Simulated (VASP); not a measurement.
# Al2Cu (I4/mmm) in VASP: notebook

The runs below take Al2Cu through single point, with LDA.

All numbers are computed with VASP 6.6.1; they aren't measurements. Logs are shortened: lines on timing, memory, paths and dates and some standing lists are left out, and cuts for length are marked.

### Step 1. The cell of the first run

Symmetry: I4/mmm, No. 139, tetragonal system. Conventional cell: a = 4.103 Å, b = 4.103 Å, c = 5.859 Å, α = 90.00°, β = 90.00°, γ = 90.00°. Al (site symmetry -4m2) has 4 Cu at 2.52 Å and 6 Al at 2.90 to 2.93 Å within 3.3 Å. Cu (site symmetry 4/mmm) has 8 Al at 2.52 Å within 3.3 Å.

### Step 2. Single point, LDA

Input file INCAR:

```
PREC = Accurate ; ENCUT = 520
EDIFF = 1E-6 ; ISMEAR = 0
SIGMA = 0.15 ; LREAL = False
LASPH = True ; NELM = 100
ALGO = Fast ; ISIF = 2
LWAVE = False ; LCHARG = False
GGA = CA ; NBANDS = 16
```

Input file KPOINTS:

```
regular mesh
0
Gamma
  14 14 14
```

Input file POSCAR:

```
Al2Cu
1.0
   -2.0514581936      2.0514581936      2.9296000000
    2.0514581936     -2.0514581936      2.9296000000
    2.0514581936      2.0514581936     -2.9296000000
Al Cu
2 1
Direct
    0.7500000000      0.2500000000      0.5000000000
    0.2500000000      0.7500000000      0.5000000000
    0.5000000000      0.5000000000      0.0000000000
```

Potentials or basis: VASP PAW LDA potentials, release 64 (Al, Cu).

The run is started by

```sh
$ cat potpaw_LDA.64/Al/POTCAR potpaw_LDA.64/Cu/POTCAR > POTCAR
$ mpirun -np 1 vasp_std > vasp.out
```

OUTCAR:

```text
PREC = Accurate
   ENCUT = 520
   EDIFF = 1E-6
   ISMEAR = 0
   LREAL = False
   LASPH = True
   NELM = 100
   ISIF = 2
   GGA = CA

 ion  position               nearest neighbor table
   1  0.750  0.250  0.500-   3 2.52   3 2.52   3 2.52   3 2.52   2 2.90   2 2.90   2 2.90   2 2.90
                             2 2.93   2 2.93
   2  0.250  0.750  0.500-   3 2.52   3 2.52   3 2.52   3 2.52   1 2.90   1 2.90   1 2.90   1 2.90
                             1 2.93   1 2.93
   3  0.500  0.500  0.000-   2 2.52   1 2.52   2 2.52   1 2.52   1 2.52   2 2.52   1 2.52   2 2.52

  LATTYP: Found a body centered tetragonal cell.
 ALAT       =     4.1029163872
 C/A-ratio  =     1.4280573736

  Lattice vectors:

 A1 = (  -2.0514581936,   2.0514581936,   2.9296000000)
 A2 = (   2.0514581936,  -2.0514581936,   2.9296000000)
 A3 = (   2.0514581936,   2.0514581936,  -2.9296000000)

Analysis of symmetry for initial positions (statically):
=====================================================================
 Subroutine PRICEL returns:
 Original cell was already a primitive cell.

 Routine SETGRP: Setting up the symmetry group for a
 body centered tetragonal supercell.

 Subroutine GETGRP returns: Found 16 space group operations
 (whereof 16 operations were pure point group operations)
 out of a pool of 16 trial point group operations.

The static configuration has the point symmetry D_4h.

Analysis of symmetry for dynamics (positions and initial velocities):
=====================================================================
 Subroutine PRICEL returns:
 Original cell was already a primitive cell.

 Routine SETGRP: Setting up the symmetry group for a
 body centered tetragonal supercell.

 Subroutine GETGRP returns: Found 16 space group operations
 (whereof 16 operations were pure point group operations)
 out of a pool of 16 trial point group operations.

The dynamic configuration has the point symmetry D_4h.

 Subroutine INISYM returns: Found 16 space group operations
 (whereof 16 operations are pure point group operations),
 and found     1 'primitive' translations

----------------------------------------------------------------------------------------

                                     Primitive cell

  volume of cell :      49.3167

  direct lattice vectors                    reciprocal lattice vectors
    -2.051458194  2.051458194  2.929600000     0.000000000  0.243729071  0.170671764
     2.051458194 -2.051458194  2.929600000     0.243729071  0.000000000  0.170671764
     2.051458194  2.051458194 -2.929600000     0.243729071  0.243729071  0.000000000

  length of vectors
     4.123047126  4.123047126  4.123047126     0.297544469  0.297544469  0.344684958

  position of ions in fractional coordinates (direct lattice)
     0.750000000  0.250000000  0.500000000
     0.250000000  0.750000000  0.500000000
     0.500000000  0.500000000  0.000000000

  ion indices of the primitive-cell ions
   primitive index   ion index
                 1           1
                 2           2
                 3           3

----------------------------------------------------------------------------------------

 KPOINTS: regular mesh

Automatic generation of k-mesh.
 Grid dimensions read from file:
 generate k-points for:   14   14   14

 Generating k-lattice:

  Cartesian coordinates                     Fractional coordinates (reciprocal lattice)
     0.000000000  0.017409219  0.012190840     0.071428571  0.000000000 -0.000000000
     0.017409219  0.000000000  0.012190840     0.000000000  0.071428571 -0.000000000
     0.017409219  0.017409219  0.000000000     0.000000000  0.000000000  0.071428571

  Length of vectors
     0.021253176  0.021253176  0.024620354

  Shift w.r.t. Gamma in fractional coordinates (k-lattice)
     0.000000000  0.000000000  0.000000000

 Subroutine IBZKPT returns following result:
 ===========================================

 Found    244 irreducible k-points:

 Following reciprocal coordinates:
            Coordinates               Weight
  0.000000  0.000000  0.000000      1.000000
  0.071429  0.000000 -0.000000      8.000000
  0.142857  0.000000  0.000000      8.000000
  0.214286  0.000000 -0.000000      8.000000
  0.285714  0.000000 -0.000000      8.000000
  0.357143  0.000000  0.000000      8.000000
[... 16 lines left out ...]
  0.214286  0.142857 -0.000000     16.000000
  0.285714  0.142857 -0.000000     16.000000
 [... further k-points ...]
   k-points           NKPTS =    244   k-points in BZ     NKDIM =    244   number of bands    NBANDS=     16
   number of dos      NEDOS =    301   number of ions     NIONS =      3
   total plane-waves  NPLWV =  32768
   dimension x,y,z NGX =    32 NGY =   32 NGZ =   32
   dimension x,y,z NGXF=    64 NGYF=   64 NGZF=   64
   ions per type =               2   1
   NGX,Y,Z   is equivalent  to a cutoff of  12.90, 12.90, 12.90 a.u.
   NGXF,Y,Z  is equivalent  to a cutoff of  25.81, 25.81, 25.81 a.u.
 SYSTEM =  unknown system
   PREC   = accura    normal or accurate (medium, high low for compatibility)
   ISTART =      0    job   : 0-new  1-cont  2-samecut
   ICHARG =      2    charge: 1-file 2-atom 10-const
   ISPIN  =      1    spin polarized calculation?
   LNONCOLLINEAR =      F non collinear calculations
   LSORBIT =      F    spin-orbit coupling
   LASPH  =      T    aspherical Exc in radial PAW
   ENCUT  =  520.0 eV  38.22 Ry    6.18 a.u.   7.67  7.67  7.67*2*pi/ulx,y,z
   NELM   =    100;   NELMIN=  2; NELMDL= -5     # of ELM steps
   EDIFF  = 0.1E-05   stopping-criterion for ELM
   LREAL  =      F    real-space projection
   EDIFFG = 0.1E-04   stopping-criterion for IOM
   NSW    =      0    number of steps for IOM
   IBRION =     -1    ionic relax: 0-MD 1-quasi-New 2-CG
   NFREE  =      0    steps in history (QN), initial steepest desc. (CG)
   ISIF   =      2    stress and relaxation
   ISYM   =      2    0-nonsym 1-usesym 2-fastsym
   POTIM  = 0.5000    time-step for ionic-motion
   TEBEG  =    0.0;   TEEND  =   0.0 temperature during run
   PSTRESS=    0.0 pullay stress
   NELECT =      17.0000    total number of electrons
   NUPDOWN=      -1.0000    fix difference up-down
   EMIN   =  10.00;   EMAX   =-10.00  energy-range for DOS
   EFERMI =   0.00;   METHOD = LEGACY
   ISMEAR =     0;   SIGMA  =   0.15  broadening in eV -4-tet -1-fermi 0-gaus
   EFERMI_NEDOS =   21; number of points for ismear=-14 and -15
   IALGO  =     68    algorithm
   IMIX   =      4    mixing-type and parameters
     AMIX     =   0.40;   BMIX     =  1.00
     AMIX_MAG =   1.60;   BMIX_MAG =  1.00
  volume/ion in A,a.u.               =      16.44       110.94
  Fermi-wavevector in a.u.,A,eV,Ry     =   1.147871  2.169162 17.927157  1.317609
  Thomas-Fermi vector in A             =   2.284549
   LORBIT       =      0    0 simple, 1 ext, 2 COOP (PROOUT), +10 PAW based schemes
   GGA     = CA    functional components
   LHFCALC =     F    Hartree Fock is set to
   AEXX    =    0.0000 exact exchange contribution
   IVDW    =     0    specifies the selected vdW correction
   LEPSILON=     F    determine dielectric tensor
   LRPA    =     F    only Hartree local field effects (RPA)
 non-spin polarized calculation
 RMM-DIIS sequential band-by-band and
 Gauss-broadening in eV      SIGMA  =   0.15
  energy-cutoff  :      520.00
  volume of cell :       49.32
 maximum number of plane-waves:      1363
   NGX = 15   NGY = 15   NGZ = 15

 number of electron      16.9999996 magnetization

 Free energy of the ion-electron system (eV)
  ---------------------------------------------------
  ext. energy  EPLUGINS =         0.00000000
  ---------------------------------------------------
  free energy    TOTEN  =       -13.62241473 eV

  energy without entropy =      -13.61132805  energy(sigma->0) =      -13.61687139

 E-fermi :   6.5025     XC(G=0): -10.5279

 val. band max:        6.4995844043   @ k =   0.1429   0.0000   0.0000
 cond. band min:       6.5063942312   @ k =   0.4286   0.0714  -0.0000
 fundamental gap:      0.0068098268
 Fermi energy:         6.5025032561

 k-point     1 :       0.0000    0.0000    0.0000
  band No.  band energies     occupation
      1      -3.4825      2.00000
      2       2.0000      2.00000
      3       2.0000      2.00000
      4       2.0093      2.00000
      5       2.5423      2.00000
      6       2.5567      2.00000
[... 8 lines left out ...]
     15      13.3561      0.00000
     16      13.3561      0.00000

 k-point     2 :       0.0714    0.0000   -0.0000
  band No.  band energies     occupation
      1      -3.4159      2.00000
      2       1.9802      2.00000
      3       2.0104      2.00000
      4       2.0170      2.00000
      5       2.5399      2.00000
      6       2.5540      2.00000
[... 8 lines left out ...]
     15      12.6828      0.00000
     16      13.1069      0.00000

 k-point     3 :       0.1429    0.0000    0.0000
  band No.  band energies     occupation
      1      -3.2168      2.00000
      2       1.9130      2.00000
      3       2.0386      2.00000
      4       2.0440      2.00000
      5       2.5349      2.00000
      6       2.5481      2.00000
[... 8 lines left out ...]
     15      12.0977      0.00000
     16      12.8041      0.00000

 k-point     4 :       0.2143    0.0000   -0.0000
  band No.  band energies     occupation
      1      -2.8879      2.00000
      2       1.7927      2.00000
      3       2.0761      2.00000
      4       2.0799      2.00000
      5       2.5340      2.00000
      6       2.5452      2.00000
[... 8 lines left out ...]
     15      12.3012      0.00000
     16      13.3775      0.00000
[... 324 lines left out ...]
 k-point    22 :       0.1429    0.1429    0.0000
  band No.  band energies     occupation
      1      -2.7802      2.00000
      2       1.7881      2.00000
      3       2.0675      2.00000
      4       2.1082      2.00000
      5       2.4913      2.00000
      6       2.5757      2.00000
[... 8 lines left out ...]
     15      13.6501      0.00000
     16      14.8869      0.00000

 k-point    23 :       0.2143    0.1429   -0.0000
  band No.  band energies     occupation
      1      -2.3706      2.00000
      2       1.6546      2.00000
      3       2.0804      2.00000
      4       2.1550      2.00000
      5       2.4806      2.00000
      6       2.5908      2.00000
[... 8 lines left out ...]
     15      13.7282      0.00000
     16      15.9719      0.00000

 k-point    24 :       0.2857    0.1429   -0.0000
  band No.  band energies     occupation
      1      -1.8441      2.00000
      2       1.4094      2.00000
      3       2.0863      2.00000
      4       2.1906      2.00000
      5       2.4934      2.00000
      6       2.6010      2.00000
[... 8 lines left out ...]
     15      13.4680      0.00000
     16      16.8674      0.00000

 [... further k-points ...]

------------------------ aborting loop because EDIFF is reached ----------------------------------------

  FORCE on cell =-STRESS in cart. coord.  units (eV):
  Direction    XX          YY          ZZ          XY          YZ          ZX
  --------------------------------------------------------------------------------------
  -------------------------------------------------------------------------------------
  Total       -2.0772013     -2.0772013     -2.3195313      0.0000000      0.0000000      0.0000000
  in kB      -67.4831766    -67.4831766    -75.3558839      0.0000000      0.0000000      0.0000000
  external PRESSURE =     -70.1074123 kB  Pullay stress =       0.0000000 kB

 VOLUME and BASIS-vectors are now :
 -----------------------------------------------------------------------------
  energy-cutoff  :      520.00
  volume of cell :       49.32
      direct lattice vectors                 reciprocal lattice vectors
    -2.051458194  2.051458194  2.929600000     0.000000000  0.243729071  0.170671764
     2.051458194 -2.051458194  2.929600000     0.243729071  0.000000000  0.170671764
     2.051458194  2.051458194 -2.929600000     0.243729071  0.243729071  0.000000000

 POSITION                                       TOTAL-FORCE (eV/Angst)
 -----------------------------------------------------------------------------------
      0.00000      2.05146      1.46480         0.000000      0.000000     -0.000000
      2.05146      0.00000      1.46480        -0.000000      0.000000     -0.000000
      0.00000      0.00000      2.92960         0.000000     -0.000000      0.000000
 -----------------------------------------------------------------------------------
    total drift:                               -0.000000      0.000000     -0.000000

  FREE ENERGIE OF THE ION-ELECTRON SYSTEM (eV)
  ---------------------------------------------------
  free  energy   TOTEN  =       -13.6224147318 eV

  energy  without entropy=      -13.6113280512  energy(sigma->0) =      -13.61687139
```

It took 4.1 min on 1 thread of Intel Xeon Platinum 8259CL at 2.50GHz (Skylake/Cascade Lake), shared host; peak memory 0.3 GiB.

What came out:

* Free energy: -13.6224 eV
* Pressure: -7.0 GPa
* Band gap on the k mesh: zero (an odd number of electrons rules out a gap without spin polarisation)

Stress tensor (GPa, compression positive):
```
-6.75  0.00  0.00
 0.00 -6.75  0.00
 0.00  0.00 -7.54
```

Levels at points of the mesh, in eV from the Fermi level:
| k point | band 7 | band 8 | band 9 | band 10 | band 11 | band 12 |
| --- | --- | --- | --- | --- | --- | --- |
| (0.00, 0.00, 0.00) | 2.75 | 2.75 | 2.86 | 2.86 | 2.93 | 2.93 |
| (0.50, 0.00, 0.00) | -3.90 | 0.57 | 0.66 | 2.82 | 2.88 | 3.45 |
| (0.50, 0.50, 0.00) | -3.68 | -1.95 | -1.88 | 0.10 | 1.54 | 8.94 |
| (0.50, 0.50, 0.50) | -3.71 | -1.86 | -1.86 | 0.21 | 1.60 | 8.93 |

Caveat: the cell stands under tension.

[end of part 1 of 2]

The gap in the log of VASP goes by the Fermi energy; the results here count the filled bands.